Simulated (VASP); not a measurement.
# As (Cmce) in VASP: notebook

The runs below take As through single point, with PBE+D3(BJ).

Program: VASP 6.6.1. These are calculated values, not measurements. Logs are shortened: lines on timing, memory, paths and dates and some standing lists are left out, and cuts for length are marked.

## 1. The cell of the first run

The structure is orthorhombic, space group Cmce (No. 64). Conventional cell: a = 3.735 Å, b = 10.709 Å, c = 4.218 Å, α = 90.00°, β = 90.00°, γ = 90.00°. As (site symmetry m) has 5 As at 2.48 to 3.16 Å within 3.3 Å.

## 2. Single point, PBE+D3(BJ) (21.09 Å³/atom)

File INCAR:

```
PREC = Accurate ; ENCUT = 520
EDIFF = 1E-7 ; ISMEAR = 0
SIGMA = 0.1 ; LREAL = F
LASPH = T ; NELM = 100
ALGO = Normal ; ISIF = 2
LWAVE = F ; LCHARG = F
GGA = PE ; IVDW = 12
NBANDS = 18
```

File KPOINTS:

```
Automatic mesh
0
Gamma
  12 12 10
```

File POSCAR:

```
As
1.0
    1.8673945578     -5.3545358910      0.0000000000
    1.8673945578      5.3545358910      0.0000000000
    0.0000000000      0.0000000000      4.2183936090
As
4
Direct
    0.1139585718      0.8860414282      0.0526084007
    0.6139585718      0.3860414282      0.4473915993
    0.8860414282      0.1139585718      0.9473915993
    0.3860414282      0.6139585718      0.5526084007
```

Potentials or basis: VASP PAW PBE potentials, release 64 (As).

On the command line:

```console
cat potpaw_PBE.64/As/POTCAR > POTCAR
mpirun -np 1 vasp_std > vasp.out
```

OUTCAR:

```text
PREC = Accurate
   ENCUT = 520
   EDIFF = 1E-7
   ISMEAR = 0
   LREAL = F
   LASPH = T
   NELM = 100
   ISIF = 2
   GGA = PE
   IVDW = 12
 IVDW          = 12

 ion  position               nearest neighbor table
   1  0.114  0.886  0.053-   3 2.48   2 2.50   2 2.50
   2  0.614  0.386  0.447-   4 2.48   1 2.50   1 2.50
   3  0.886  0.114  0.947-   1 2.48   4 2.50   4 2.50
   4  0.386  0.614  0.553-   2 2.48   3 2.50   3 2.50

  LATTYP: Found a base centered orthorhombic cell.
 ALAT       =     3.7347891156
 B/A-ratio  =     2.8673832579
 C/A-ratio  =     1.1294864257

  Lattice vectors:

 A1 = (   1.8673945578,  -5.3545358910,   0.0000000000)
 A2 = (   1.8673945578,   5.3545358910,   0.0000000000)
 A3 = (   0.0000000000,   0.0000000000,   4.2183936090)

Analysis of symmetry for initial positions (statically):
=====================================================================
 Subroutine PRICEL returns:
 Original cell was already a primitive cell.

 Routine SETGRP: Setting up the symmetry group for a
 base centered orthorhombic supercell.

 Subroutine GETGRP returns: Found  8 space group operations
 (whereof  4 operations were pure point group operations)
 out of a pool of  8 trial point group operations.

The static configuration has the point symmetry C_2h.
 The point group associated with its full space group is D_2h.

Analysis of symmetry for dynamics (positions and initial velocities):
=====================================================================
 Subroutine PRICEL returns:
 Original cell was already a primitive cell.

 Routine SETGRP: Setting up the symmetry group for a
 base centered orthorhombic supercell.

 Subroutine GETGRP returns: Found  8 space group operations
 (whereof  4 operations were pure point group operations)
 out of a pool of  8 trial point group operations.

The dynamic configuration has the point symmetry C_2h.
 The point group associated with its full space group is D_2h.

 Subroutine INISYM returns: Found  8 space group operations
 (whereof  4 operations are pure point group operations),
 and found     1 'primitive' translations

----------------------------------------------------------------------------------------

                                     Primitive cell

  volume of cell :      84.3597

  direct lattice vectors                    reciprocal lattice vectors
     1.867394558 -5.354535891  0.000000000     0.267752735 -0.093378775  0.000000000
     1.867394558  5.354535891  0.000000000     0.267752735  0.093378775  0.000000000
[... 93 lines left out ...]
   IBRION =     -1    ionic relax: 0-MD 1-quasi-New 2-CG
   NFREE  =      0    steps in history (QN), initial steepest desc. (CG)
   ISIF   =      2    stress and relaxation
   ISYM   =      2    0-nonsym 1-usesym 2-fastsym
   POTIM  = 0.5000    time-step for ionic-motion
   TEBEG  =    0.0;   TEEND  =   0.0 temperature during run
   PSTRESS=    0.0 pullay stress
   NELECT =      20.0000    total number of electrons
   NUPDOWN=      -1.0000    fix difference up-down
   EMIN   =  10.00;   EMAX   =-10.00  energy-range for DOS
   EFERMI =   0.00;   METHOD = LEGACY
   ISMEAR =     0;   SIGMA  =   0.10  broadening in eV -4-tet -1-fermi 0-gaus
   EFERMI_NEDOS =   21; number of points for ismear=-14 and -15
   IALGO  =     38    algorithm
   IMIX   =      4    mixing-type and parameters
     AMIX     =   0.40;   BMIX     =  1.00
     AMIX_MAG =   1.60;   BMIX_MAG =  1.00
  volume/ion in A,a.u.               =      21.09       142.32
  Fermi-wavevector in a.u.,A,eV,Ry     =   1.013226  1.914720 13.968118  1.026628
  Thomas-Fermi vector in A             =   2.146383
   LORBIT       =      0    0 simple, 1 ext, 2 COOP (PROOUT), +10 PAW based schemes
   GGA     = PE    functional components
   LHFCALC =     F    Hartree Fock is set to
   AEXX    =    0.0000 exact exchange contribution
   IVDW    =    12    specifies the selected vdW correction
   LEPSILON=     F    determine dielectric tensor
   LRPA    =     F    only Hartree local field effects (RPA)
 non-spin polarized calculation
 Gauss-broadening in eV      SIGMA  =   0.10
  energy-cutoff  :      520.00
  volume of cell :       84.36
 maximum number of plane-waves:      2296
   NGX = 21   NGY = 21   NGZ = 15

 number of electron      20.0000003 magnetization

 Free energy of the ion-electron system (eV)
  ---------------------------------------------------
  ext. energy  EPLUGINS =         0.00000000
  ---------------------------------------------------
  free energy    TOTEN  =       -18.45385940 eV

  energy without entropy =      -18.45241849  energy(sigma->0) =      -18.45313894

 E-fermi :   5.3364     XC(G=0): -10.0816

 val. band max:        5.3337182484   @ k =   0.5000   0.5000   0.0000
 cond. band min:       5.3420773375   @ k =  -0.4167   0.4167   0.0000
 fundamental gap:      0.0083590890
 Fermi energy:         5.3364030790

 k-point     1 :       0.0000    0.0000    0.0000
  band No.  band energies     occupation
      1      -9.5908      2.00000
      2      -6.5153      2.00000
      3      -3.7050      2.00000
      4      -0.9969      2.00000
      5      -0.4388      2.00000
      6       1.0350      2.00000
[... 481 lines left out ...]
      5       0.6469      2.00000
      6       1.4842      2.00000
[... 10 lines left out ...]
     17      10.9810      0.00000
     18      12.6193      0.00000

 [... further k-points ...]

------------------------ aborting loop because EDIFF is reached ----------------------------------------

 Edisp (eV)   -1.71113

 E8    (eV) :    -0.7236

  FORCE on cell =-STRESS in cart. coord.  units (eV):
  Direction    XX          YY          ZZ          XY          YZ          ZX
  --------------------------------------------------------------------------------------
  -------------------------------------------------------------------------------------
  Total       0.78112     0.75675     0.75648     0.00000     0.00000     0.00000
  in kB      14.83515    14.37237    14.36719     0.00000     0.00000     0.00000
  external pressure =       14.52 kB  Pullay stress =        0.00 kB

 VOLUME and BASIS-vectors are now :
 -----------------------------------------------------------------------------
  energy-cutoff  :      520.00
  volume of cell :       84.36
      direct lattice vectors                 reciprocal lattice vectors
     1.867394558 -5.354535891  0.000000000     0.267752735 -0.093378775  0.000000000
     1.867394558  5.354535891  0.000000000     0.267752735  0.093378775  0.000000000
     0.000000000  0.000000000  4.218393609     0.000000000  0.000000000  0.237057063

 POSITION                                       TOTAL-FORCE (eV/Angst)
 -----------------------------------------------------------------------------------
      1.86739      4.13415      0.22192         0.000000     -0.041158     -0.048767
      1.86739     -1.22039      1.88727         0.000000     -0.041158      0.048767
      1.86739     -4.13415      3.99647         0.000000      0.041158      0.048767
      1.86739      1.22039      2.33112         0.000000      0.041158     -0.048767
 -----------------------------------------------------------------------------------
    total drift:                                0.000000     -0.000000      0.000000

  FREE ENERGIE OF THE ION-ELECTRON SYSTEM (eV)
  ---------------------------------------------------
  free  energy   TOTEN  =       -20.1649916899 eV

  energy  without entropy=      -20.1635507799  energy(sigma->0) =      -20.16427123
```

stdout:

```text
POSCAR found type information on POSCAR As
 POSCAR found :  1 types and       4 ions
 scaLAPACK will be used
 LDA part: xc-table for (Slater+PW92), standard interpolation
 POSCAR, INCAR and KPOINTS ok, starting setup
 FFT: planning ... GRIDC
 FFT: planning ... GRID_SOFT
 FFT: planning ... GRID
 WAVECAR not read
 entering main loop
```

It took 11 min on 1 thread of Intel Xeon 8259CL, shared host; peak memory 0.45 GiB.

What came out:

- Free energy: -20.1650 eV
- Pressure: 1.5 GPa
- Largest force: 0.064 eV/Å
- Band gap on the k mesh: zero (bands 10 and 11 overlap by 0.51 eV)
- Dispersion energy per atom: -0.428 eV

Forces in eV/Å, atoms in the order of the input:
```
As   0.000 -0.041 -0.049
As   0.000 -0.041  0.049
As   0.000  0.041  0.049
As   0.000  0.041 -0.049
```

## 3. Single point, PBE+D3(BJ)

This run uses another cell than the first one, of 22.43 Å³/atom.

File INCAR:

```
PREC     = Accurate       # precision mode
ENCUT    = 520            # plane-wave cutoff, eV
EDIFF    = 1E-7           # SCF threshold, eV
ISMEAR   = 0              # smearing method
SIGMA    = 0.1            # smearing width, eV
LREAL    = F              # projectors in reciprocal space
LASPH    = T              # aspherical terms in the spheres
NELM     = 60             # most SCF steps
ALGO     = Normal         # electronic algorithm
ISIF     = 2              # what is computed and relaxed
LWAVE    = F              # write WAVECAR
LCHARG   = F              # write CHGCAR
GGA      = PE             # functional
IVDW     = 12             # dispersion correction
NBANDS   = 18             # bands
```

File KPOINTS:

```
regular mesh
0
Gamma
  12 12 10
```

File POSCAR:

```
As
1.0
    1.8250000000     -5.5000000000      0.0000000000
    1.8250000000      5.5000000000      0.0000000000
    0.0000000000      0.0000000000      4.4700000000
As
4
Direct
    0.1108479423      0.8891520577      0.0603793152
    0.6108479423      0.3891520577      0.4396206848
    0.8891520577      0.1108479423      0.9396206848
    0.3891520577      0.6108479423      0.5603793152
```

Potentials or basis: VASP PAW PBE potentials, release 64 (As).

On the command line:

```console
cat potpaw_PBE.64/As/POTCAR > POTCAR
mpirun -np 1 vasp_std > vasp.out
```

OUTCAR:

```text
PREC = Accurate
   ENCUT = 520
   EDIFF = 1E-7
   ISMEAR = 0
   LREAL = F
   LASPH = T
   NELM = 60
   ISIF = 2
   GGA = PE
   IVDW = 12
 IVDW          = 12

 ion  position               nearest neighbor table
   1  0.111  0.889  0.060-   2 2.49   2 2.49   3 2.50
   2  0.611  0.389  0.440-   1 2.49   1 2.49   4 2.50
   3  0.889  0.111  0.940-   4 2.49   4 2.49   1 2.50
   4  0.389  0.611  0.560-   3 2.49   3 2.49   2 2.50

  LATTYP: Found a base centered orthorhombic cell.
 ALAT       =     3.6500000000
 B/A-ratio  =     3.0136986301
 C/A-ratio  =     1.2246575342

  Lattice vectors:

 A1 = (   1.8250000000,  -5.5000000000,   0.0000000000)
 A2 = (   1.8250000000,   5.5000000000,   0.0000000000)
 A3 = (   0.0000000000,   0.0000000000,   4.4700000000)

Analysis of symmetry for initial positions (statically):
=====================================================================
 Subroutine PRICEL returns:
 Original cell was already a primitive cell.

 Routine SETGRP: Setting up the symmetry group for a
 base centered orthorhombic supercell.

 Subroutine GETGRP returns: Found  8 space group operations
[... 173 lines left out ...]

 val. band max:        4.8304530785   @ k =  -0.4167   0.4167   0.0000
 cond. band min:       4.8653495087   @ k =  -0.1667   0.1667   0.4000
 fundamental gap:      0.0348964302
 Fermi energy:         4.8599578876

 k-point     1 :       0.0000    0.0000    0.0000
  band No.  band energies     occupation
      1      -9.9391      2.00000
      2      -7.2276      2.00000
      3      -4.5058      2.00000
      4      -1.2388      2.00000
      5      -1.2211      2.00000
      6       0.5458      2.00000
[... 481 lines left out ...]
      5       0.0865      2.00000
      6       0.7329      2.00000
[... 10 lines left out ...]
     17      10.8297      0.00000
     18      11.6194      0.00000

 [... further k-points ...]

------------------------ aborting loop because EDIFF is reached ----------------------------------------

 Edisp (eV)   -1.60609

 E8    (eV) :    -0.6799

  FORCE on cell =-STRESS in cart. coord.  units (eV):
  Direction    XX          YY          ZZ          XY          YZ          ZX
  --------------------------------------------------------------------------------------
  -------------------------------------------------------------------------------------
  Total       0.67898    -0.36346    -0.22504     0.00000     0.00000     0.00000
  in kB      12.12289    -6.48933    -4.01796     0.00000     0.00000     0.00000
  external pressure =        0.54 kB  Pullay stress =        0.00 kB

 VOLUME and BASIS-vectors are now :
 -----------------------------------------------------------------------------
  energy-cutoff  :      520.00
  volume of cell :       89.74
      direct lattice vectors                 reciprocal lattice vectors
     1.825000000 -5.500000000  0.000000000     0.273972603 -0.090909091  0.000000000
     1.825000000  5.500000000  0.000000000     0.273972603  0.090909091  0.000000000
     0.000000000  0.000000000  4.470000000     0.000000000  0.000000000  0.223713647

 POSITION                                       TOTAL-FORCE (eV/Angst)
 -----------------------------------------------------------------------------------
      1.82500      4.28067      0.26990         0.000000     -0.039393     -0.036207
      1.82500     -1.21933      1.96510         0.000000     -0.039393      0.036207
      1.82500     -4.28067      4.20010         0.000000      0.039393      0.036207
      1.82500      1.21933      2.50490         0.000000      0.039393     -0.036207
 -----------------------------------------------------------------------------------
    total drift:                                0.000000     -0.000000      0.000000

  FREE ENERGIE OF THE ION-ELECTRON SYSTEM (eV)
  ---------------------------------------------------
  free  energy   TOTEN  =       -20.1545402647 eV

  energy  without entropy=      -20.1530663590  energy(sigma->0) =      -20.15380331
```

OSZICAR:

```text
N       E                     dE             d eps       ncg     rms          rms(c)
DAV:   1     0.656171176962E+02    0.65617E+02   -0.78578E+03  9288   0.923E+02
DAV:   2    -0.141171986326E+02   -0.79734E+02   -0.76826E+02 12820   0.142E+02
DAV:   3    -0.185693272273E+02   -0.44521E+01   -0.44212E+01 11446   0.345E+01
DAV:   4    -0.186020521561E+02   -0.32725E-01   -0.32703E-01 11188   0.334E+00
DAV:   5    -0.186021939176E+02   -0.14176E-03   -0.14175E-03 10922   0.237E-01    0.472E+00
DAV:   6    -0.185670977067E+02    0.35096E-01   -0.15102E-02 10378   0.698E-01    0.284E+00
DAV:   7    -0.185481847133E+02    0.18913E-01   -0.33546E-02  9876   0.106E+00    0.124E-01
DAV:   8    -0.185483457763E+02   -0.16106E-03   -0.91180E-04 10204   0.165E-01    0.532E-02
DAV:   9    -0.185484520003E+02   -0.10622E-03   -0.18784E-04 10624   0.773E-02    0.190E-02
DAV:  10    -0.185484502092E+02    0.17911E-05   -0.75229E-06 10436   0.159E-02    0.692E-03
DAV:  11    -0.185484505493E+02   -0.34009E-06   -0.27262E-06 10250   0.959E-03    0.999E-04
DAV:  12    -0.185484507071E+02   -0.15789E-06   -0.80868E-08  6952   0.154E-03    0.372E-04
DAV:  13    -0.185484507592E+02   -0.52050E-07   -0.15009E-08  5346   0.790E-04
   1 F= -.20154540E+02 E0= -.20153803E+02  d E =-.147391E-02
```

Wall time 12 min (1 thread of Intel Xeon 8259CL, shared host); peak memory 0.51 GiB.

Results:

```yaml
Free_energy: -20.1545 eV
Pressure: 0.1 GPa
Largest_force: 0.054 eV/Å
Band_gap_on_the_k_mesh: zero (bands 10 and 11 overlap by 0.22 eV)
Dispersion_energy_per_atom: -0.402 eV
```

Forces in eV/Å, atoms in the order of the input:
```
As   0.000 -0.039 -0.036
As   0.000 -0.039  0.036
As   0.000  0.039  0.036
As   0.000  0.039 -0.036
```

Levels at points of the mesh, in eV from the Fermi level:
```
           k point  band 8  band 9  band 10  band 11  band 12  band 13
(0.00, 0.00, 0.00)   -2.29   -1.95    -1.09     1.86     2.00     2.46
(0.50, 0.00, 0.00)   -2.55   -2.39    -2.39     0.80     0.80     1.02
(0.50, 0.50, 0.00)   -1.71   -1.33    -0.44     0.10     1.94     2.35
(0.00, 0.00, 0.50)   -2.02   -0.60    -0.60     0.97     0.97     2.05
(0.50, 0.00, 0.50)   -4.69   -1.86    -1.86     1.90     1.90     4.63
(0.50, 0.50, 0.50)   -1.92   -1.11    -1.11     1.40     1.40     1.71
```

## 4. Single point, PBE+D3(BJ)

This run uses another cell than the first one, of 21.69 Å³/atom.

File INCAR:

```
SYSTEM = As
ALGO     = Normal         ! electronic algorithm
EDIFF    = 1E-6           ! SCF threshold, eV
ENCUT    = 600            ! plane-wave cutoff, eV
GGA      = PE             ! functional
GGA_COMPAT= .False.      
ISIF     = 2              ! what is computed and relaxed
ISMEAR   = 0              ! smearing method
IVDW     = 12             ! dispersion correction
LASPH    = .True.         ! aspherical terms in the spheres
LCHARG   = .True.         ! write CHGCAR
LELF     = .True.         ! ELF
LREAL    = .False.        ! projectors in reciprocal space
LVHAR    = .True.       
LWAVE    = .False.        ! write WAVECAR
NBANDS   = 38             ! bands
NELM     = 120            ! most SCF steps
PREC     = Accurate       ! precision mode
SIGMA    = 0.01           ! smearing width, eV
```

File KPOINTS:

```
k-points
0
Gamma
  10 10 8
  0 0 0
```

File POSCAR:

```
As
1.0
    1.8709701747     -5.4115388580      0.0000000000
    1.8709701747      5.4115388580      0.0000000000
    0.0000000000      0.0000000000      4.2851748565
As
4
Direct
    0.1127112885      0.8872887115      0.9447227916
    0.6127112885      0.3872887115      0.5552772084
    0.8872887115      0.1127112885      0.0552772084
    0.3872887115      0.6127112885      0.4447227916
```

Potentials or basis: VASP PAW PBE potentials, release 64 (As_d).

On the command line:

```console
cat potpaw_PBE.64/As_d/POTCAR > POTCAR
mpirun -np 1 vasp_std > vasp.out
```

It took 6.2 min on 1 thread of Intel Xeon 6975P-C (Granite Rapids), shared host; peak memory 0.59 GiB.

It converged, with:

| Quantity | Value |
| --- | --- |
| Free energy | -20.2131 eV |
| Pressure | 0.2 GPa |
| Largest force | 0.015 eV/Å |
| Band gap on the k mesh | zero (bands 30 and 31 overlap by 0.28 eV) |
| Dispersion energy per atom | -0.416 eV |

Forces in eV/Å, atoms in the order of the input:
```
As   0.000 -0.013  0.008
As   0.000 -0.013 -0.008
As   0.000  0.013 -0.008
As   0.000  0.013  0.008
```

Levels at points of the mesh, in eV from the Fermi level:
| k point | band 26 | band 27 | band 28 | band 29 | band 30 | band 31 | band 32 | band 33 | band 34 | band 35 |
| --- | --- | --- | --- | --- | --- | --- | --- | --- | --- | --- |
| (0.00, 0.00, 0.00) | -4.28 | -3.38 | -2.33 | -2.05 | -0.92 | 1.93 | 2.38 | 2.43 | 3.57 | 4.83 |
| (0.50, 0.00, 0.00) | -3.63 | -2.41 | -2.41 | -2.17 | -2.17 | 0.79 | 0.79 | 1.22 | 1.22 | 3.26 |
| (0.50, 0.50, 0.00) | -4.23 | -3.84 | -1.72 | -1.55 | -0.49 | -0.06 | 1.95 | 2.25 | 3.11 | 4.93 |
| (0.00, 0.00, 0.50) | -4.42 | -2.18 | -2.18 | -0.61 | -0.61 | 0.75 | 0.75 | 1.58 | 1.58 | 5.25 |
| (0.50, 0.00, 0.50) | -5.64 | -4.77 | -4.77 | -1.89 | -1.89 | 1.93 | 1.93 | 5.17 | 5.17 | 6.79 |
| (0.50, 0.50, 0.50) | -2.34 | -1.75 | -1.75 | -1.17 | -1.17 | 1.40 | 1.40 | 1.72 | 1.72 | 2.22 |

## 5. Overview

```tsv
potentials or basis	cell	k mesh	cutoff (eV)	smearing	gap on the mesh (eV)	pressure (GPa)	largest force (eV/Å)
VASP PAW PBE potentials, release 64 (As)	a = 5.671, b = 5.671, c = 4.218 Å, angles 90.0, 90.0, 141.5°, 4 atoms, atomic positions A	12 × 12 × 10	520	gaussian 0.1 eV	none	1.5	0.06
VASP PAW PBE potentials, release 64 (As)	a = 5.795, b = 5.795, c = 4.470 Å, angles 90.0, 90.0, 143.3°, 4 atoms, atomic positions B	12 × 12 × 10	520	gaussian 0.1 eV	none	0.1	0.05
VASP PAW PBE potentials, release 64 (As_d)	a = 5.726, b = 5.726, c = 4.285 Å, angles 90.0, 90.0, 141.9°, 4 atoms, atomic positions C	10 × 10 × 8	600	gaussian 0.01 eV	none	0.2	0.02
```

Alike in all rows: task single point; level PBE+D3(BJ); no spin polarisation.

Absolute energies hang on the potentials; compare differences alone.

The gap in the log of VASP goes by the Fermi energy; the results here count the filled bands.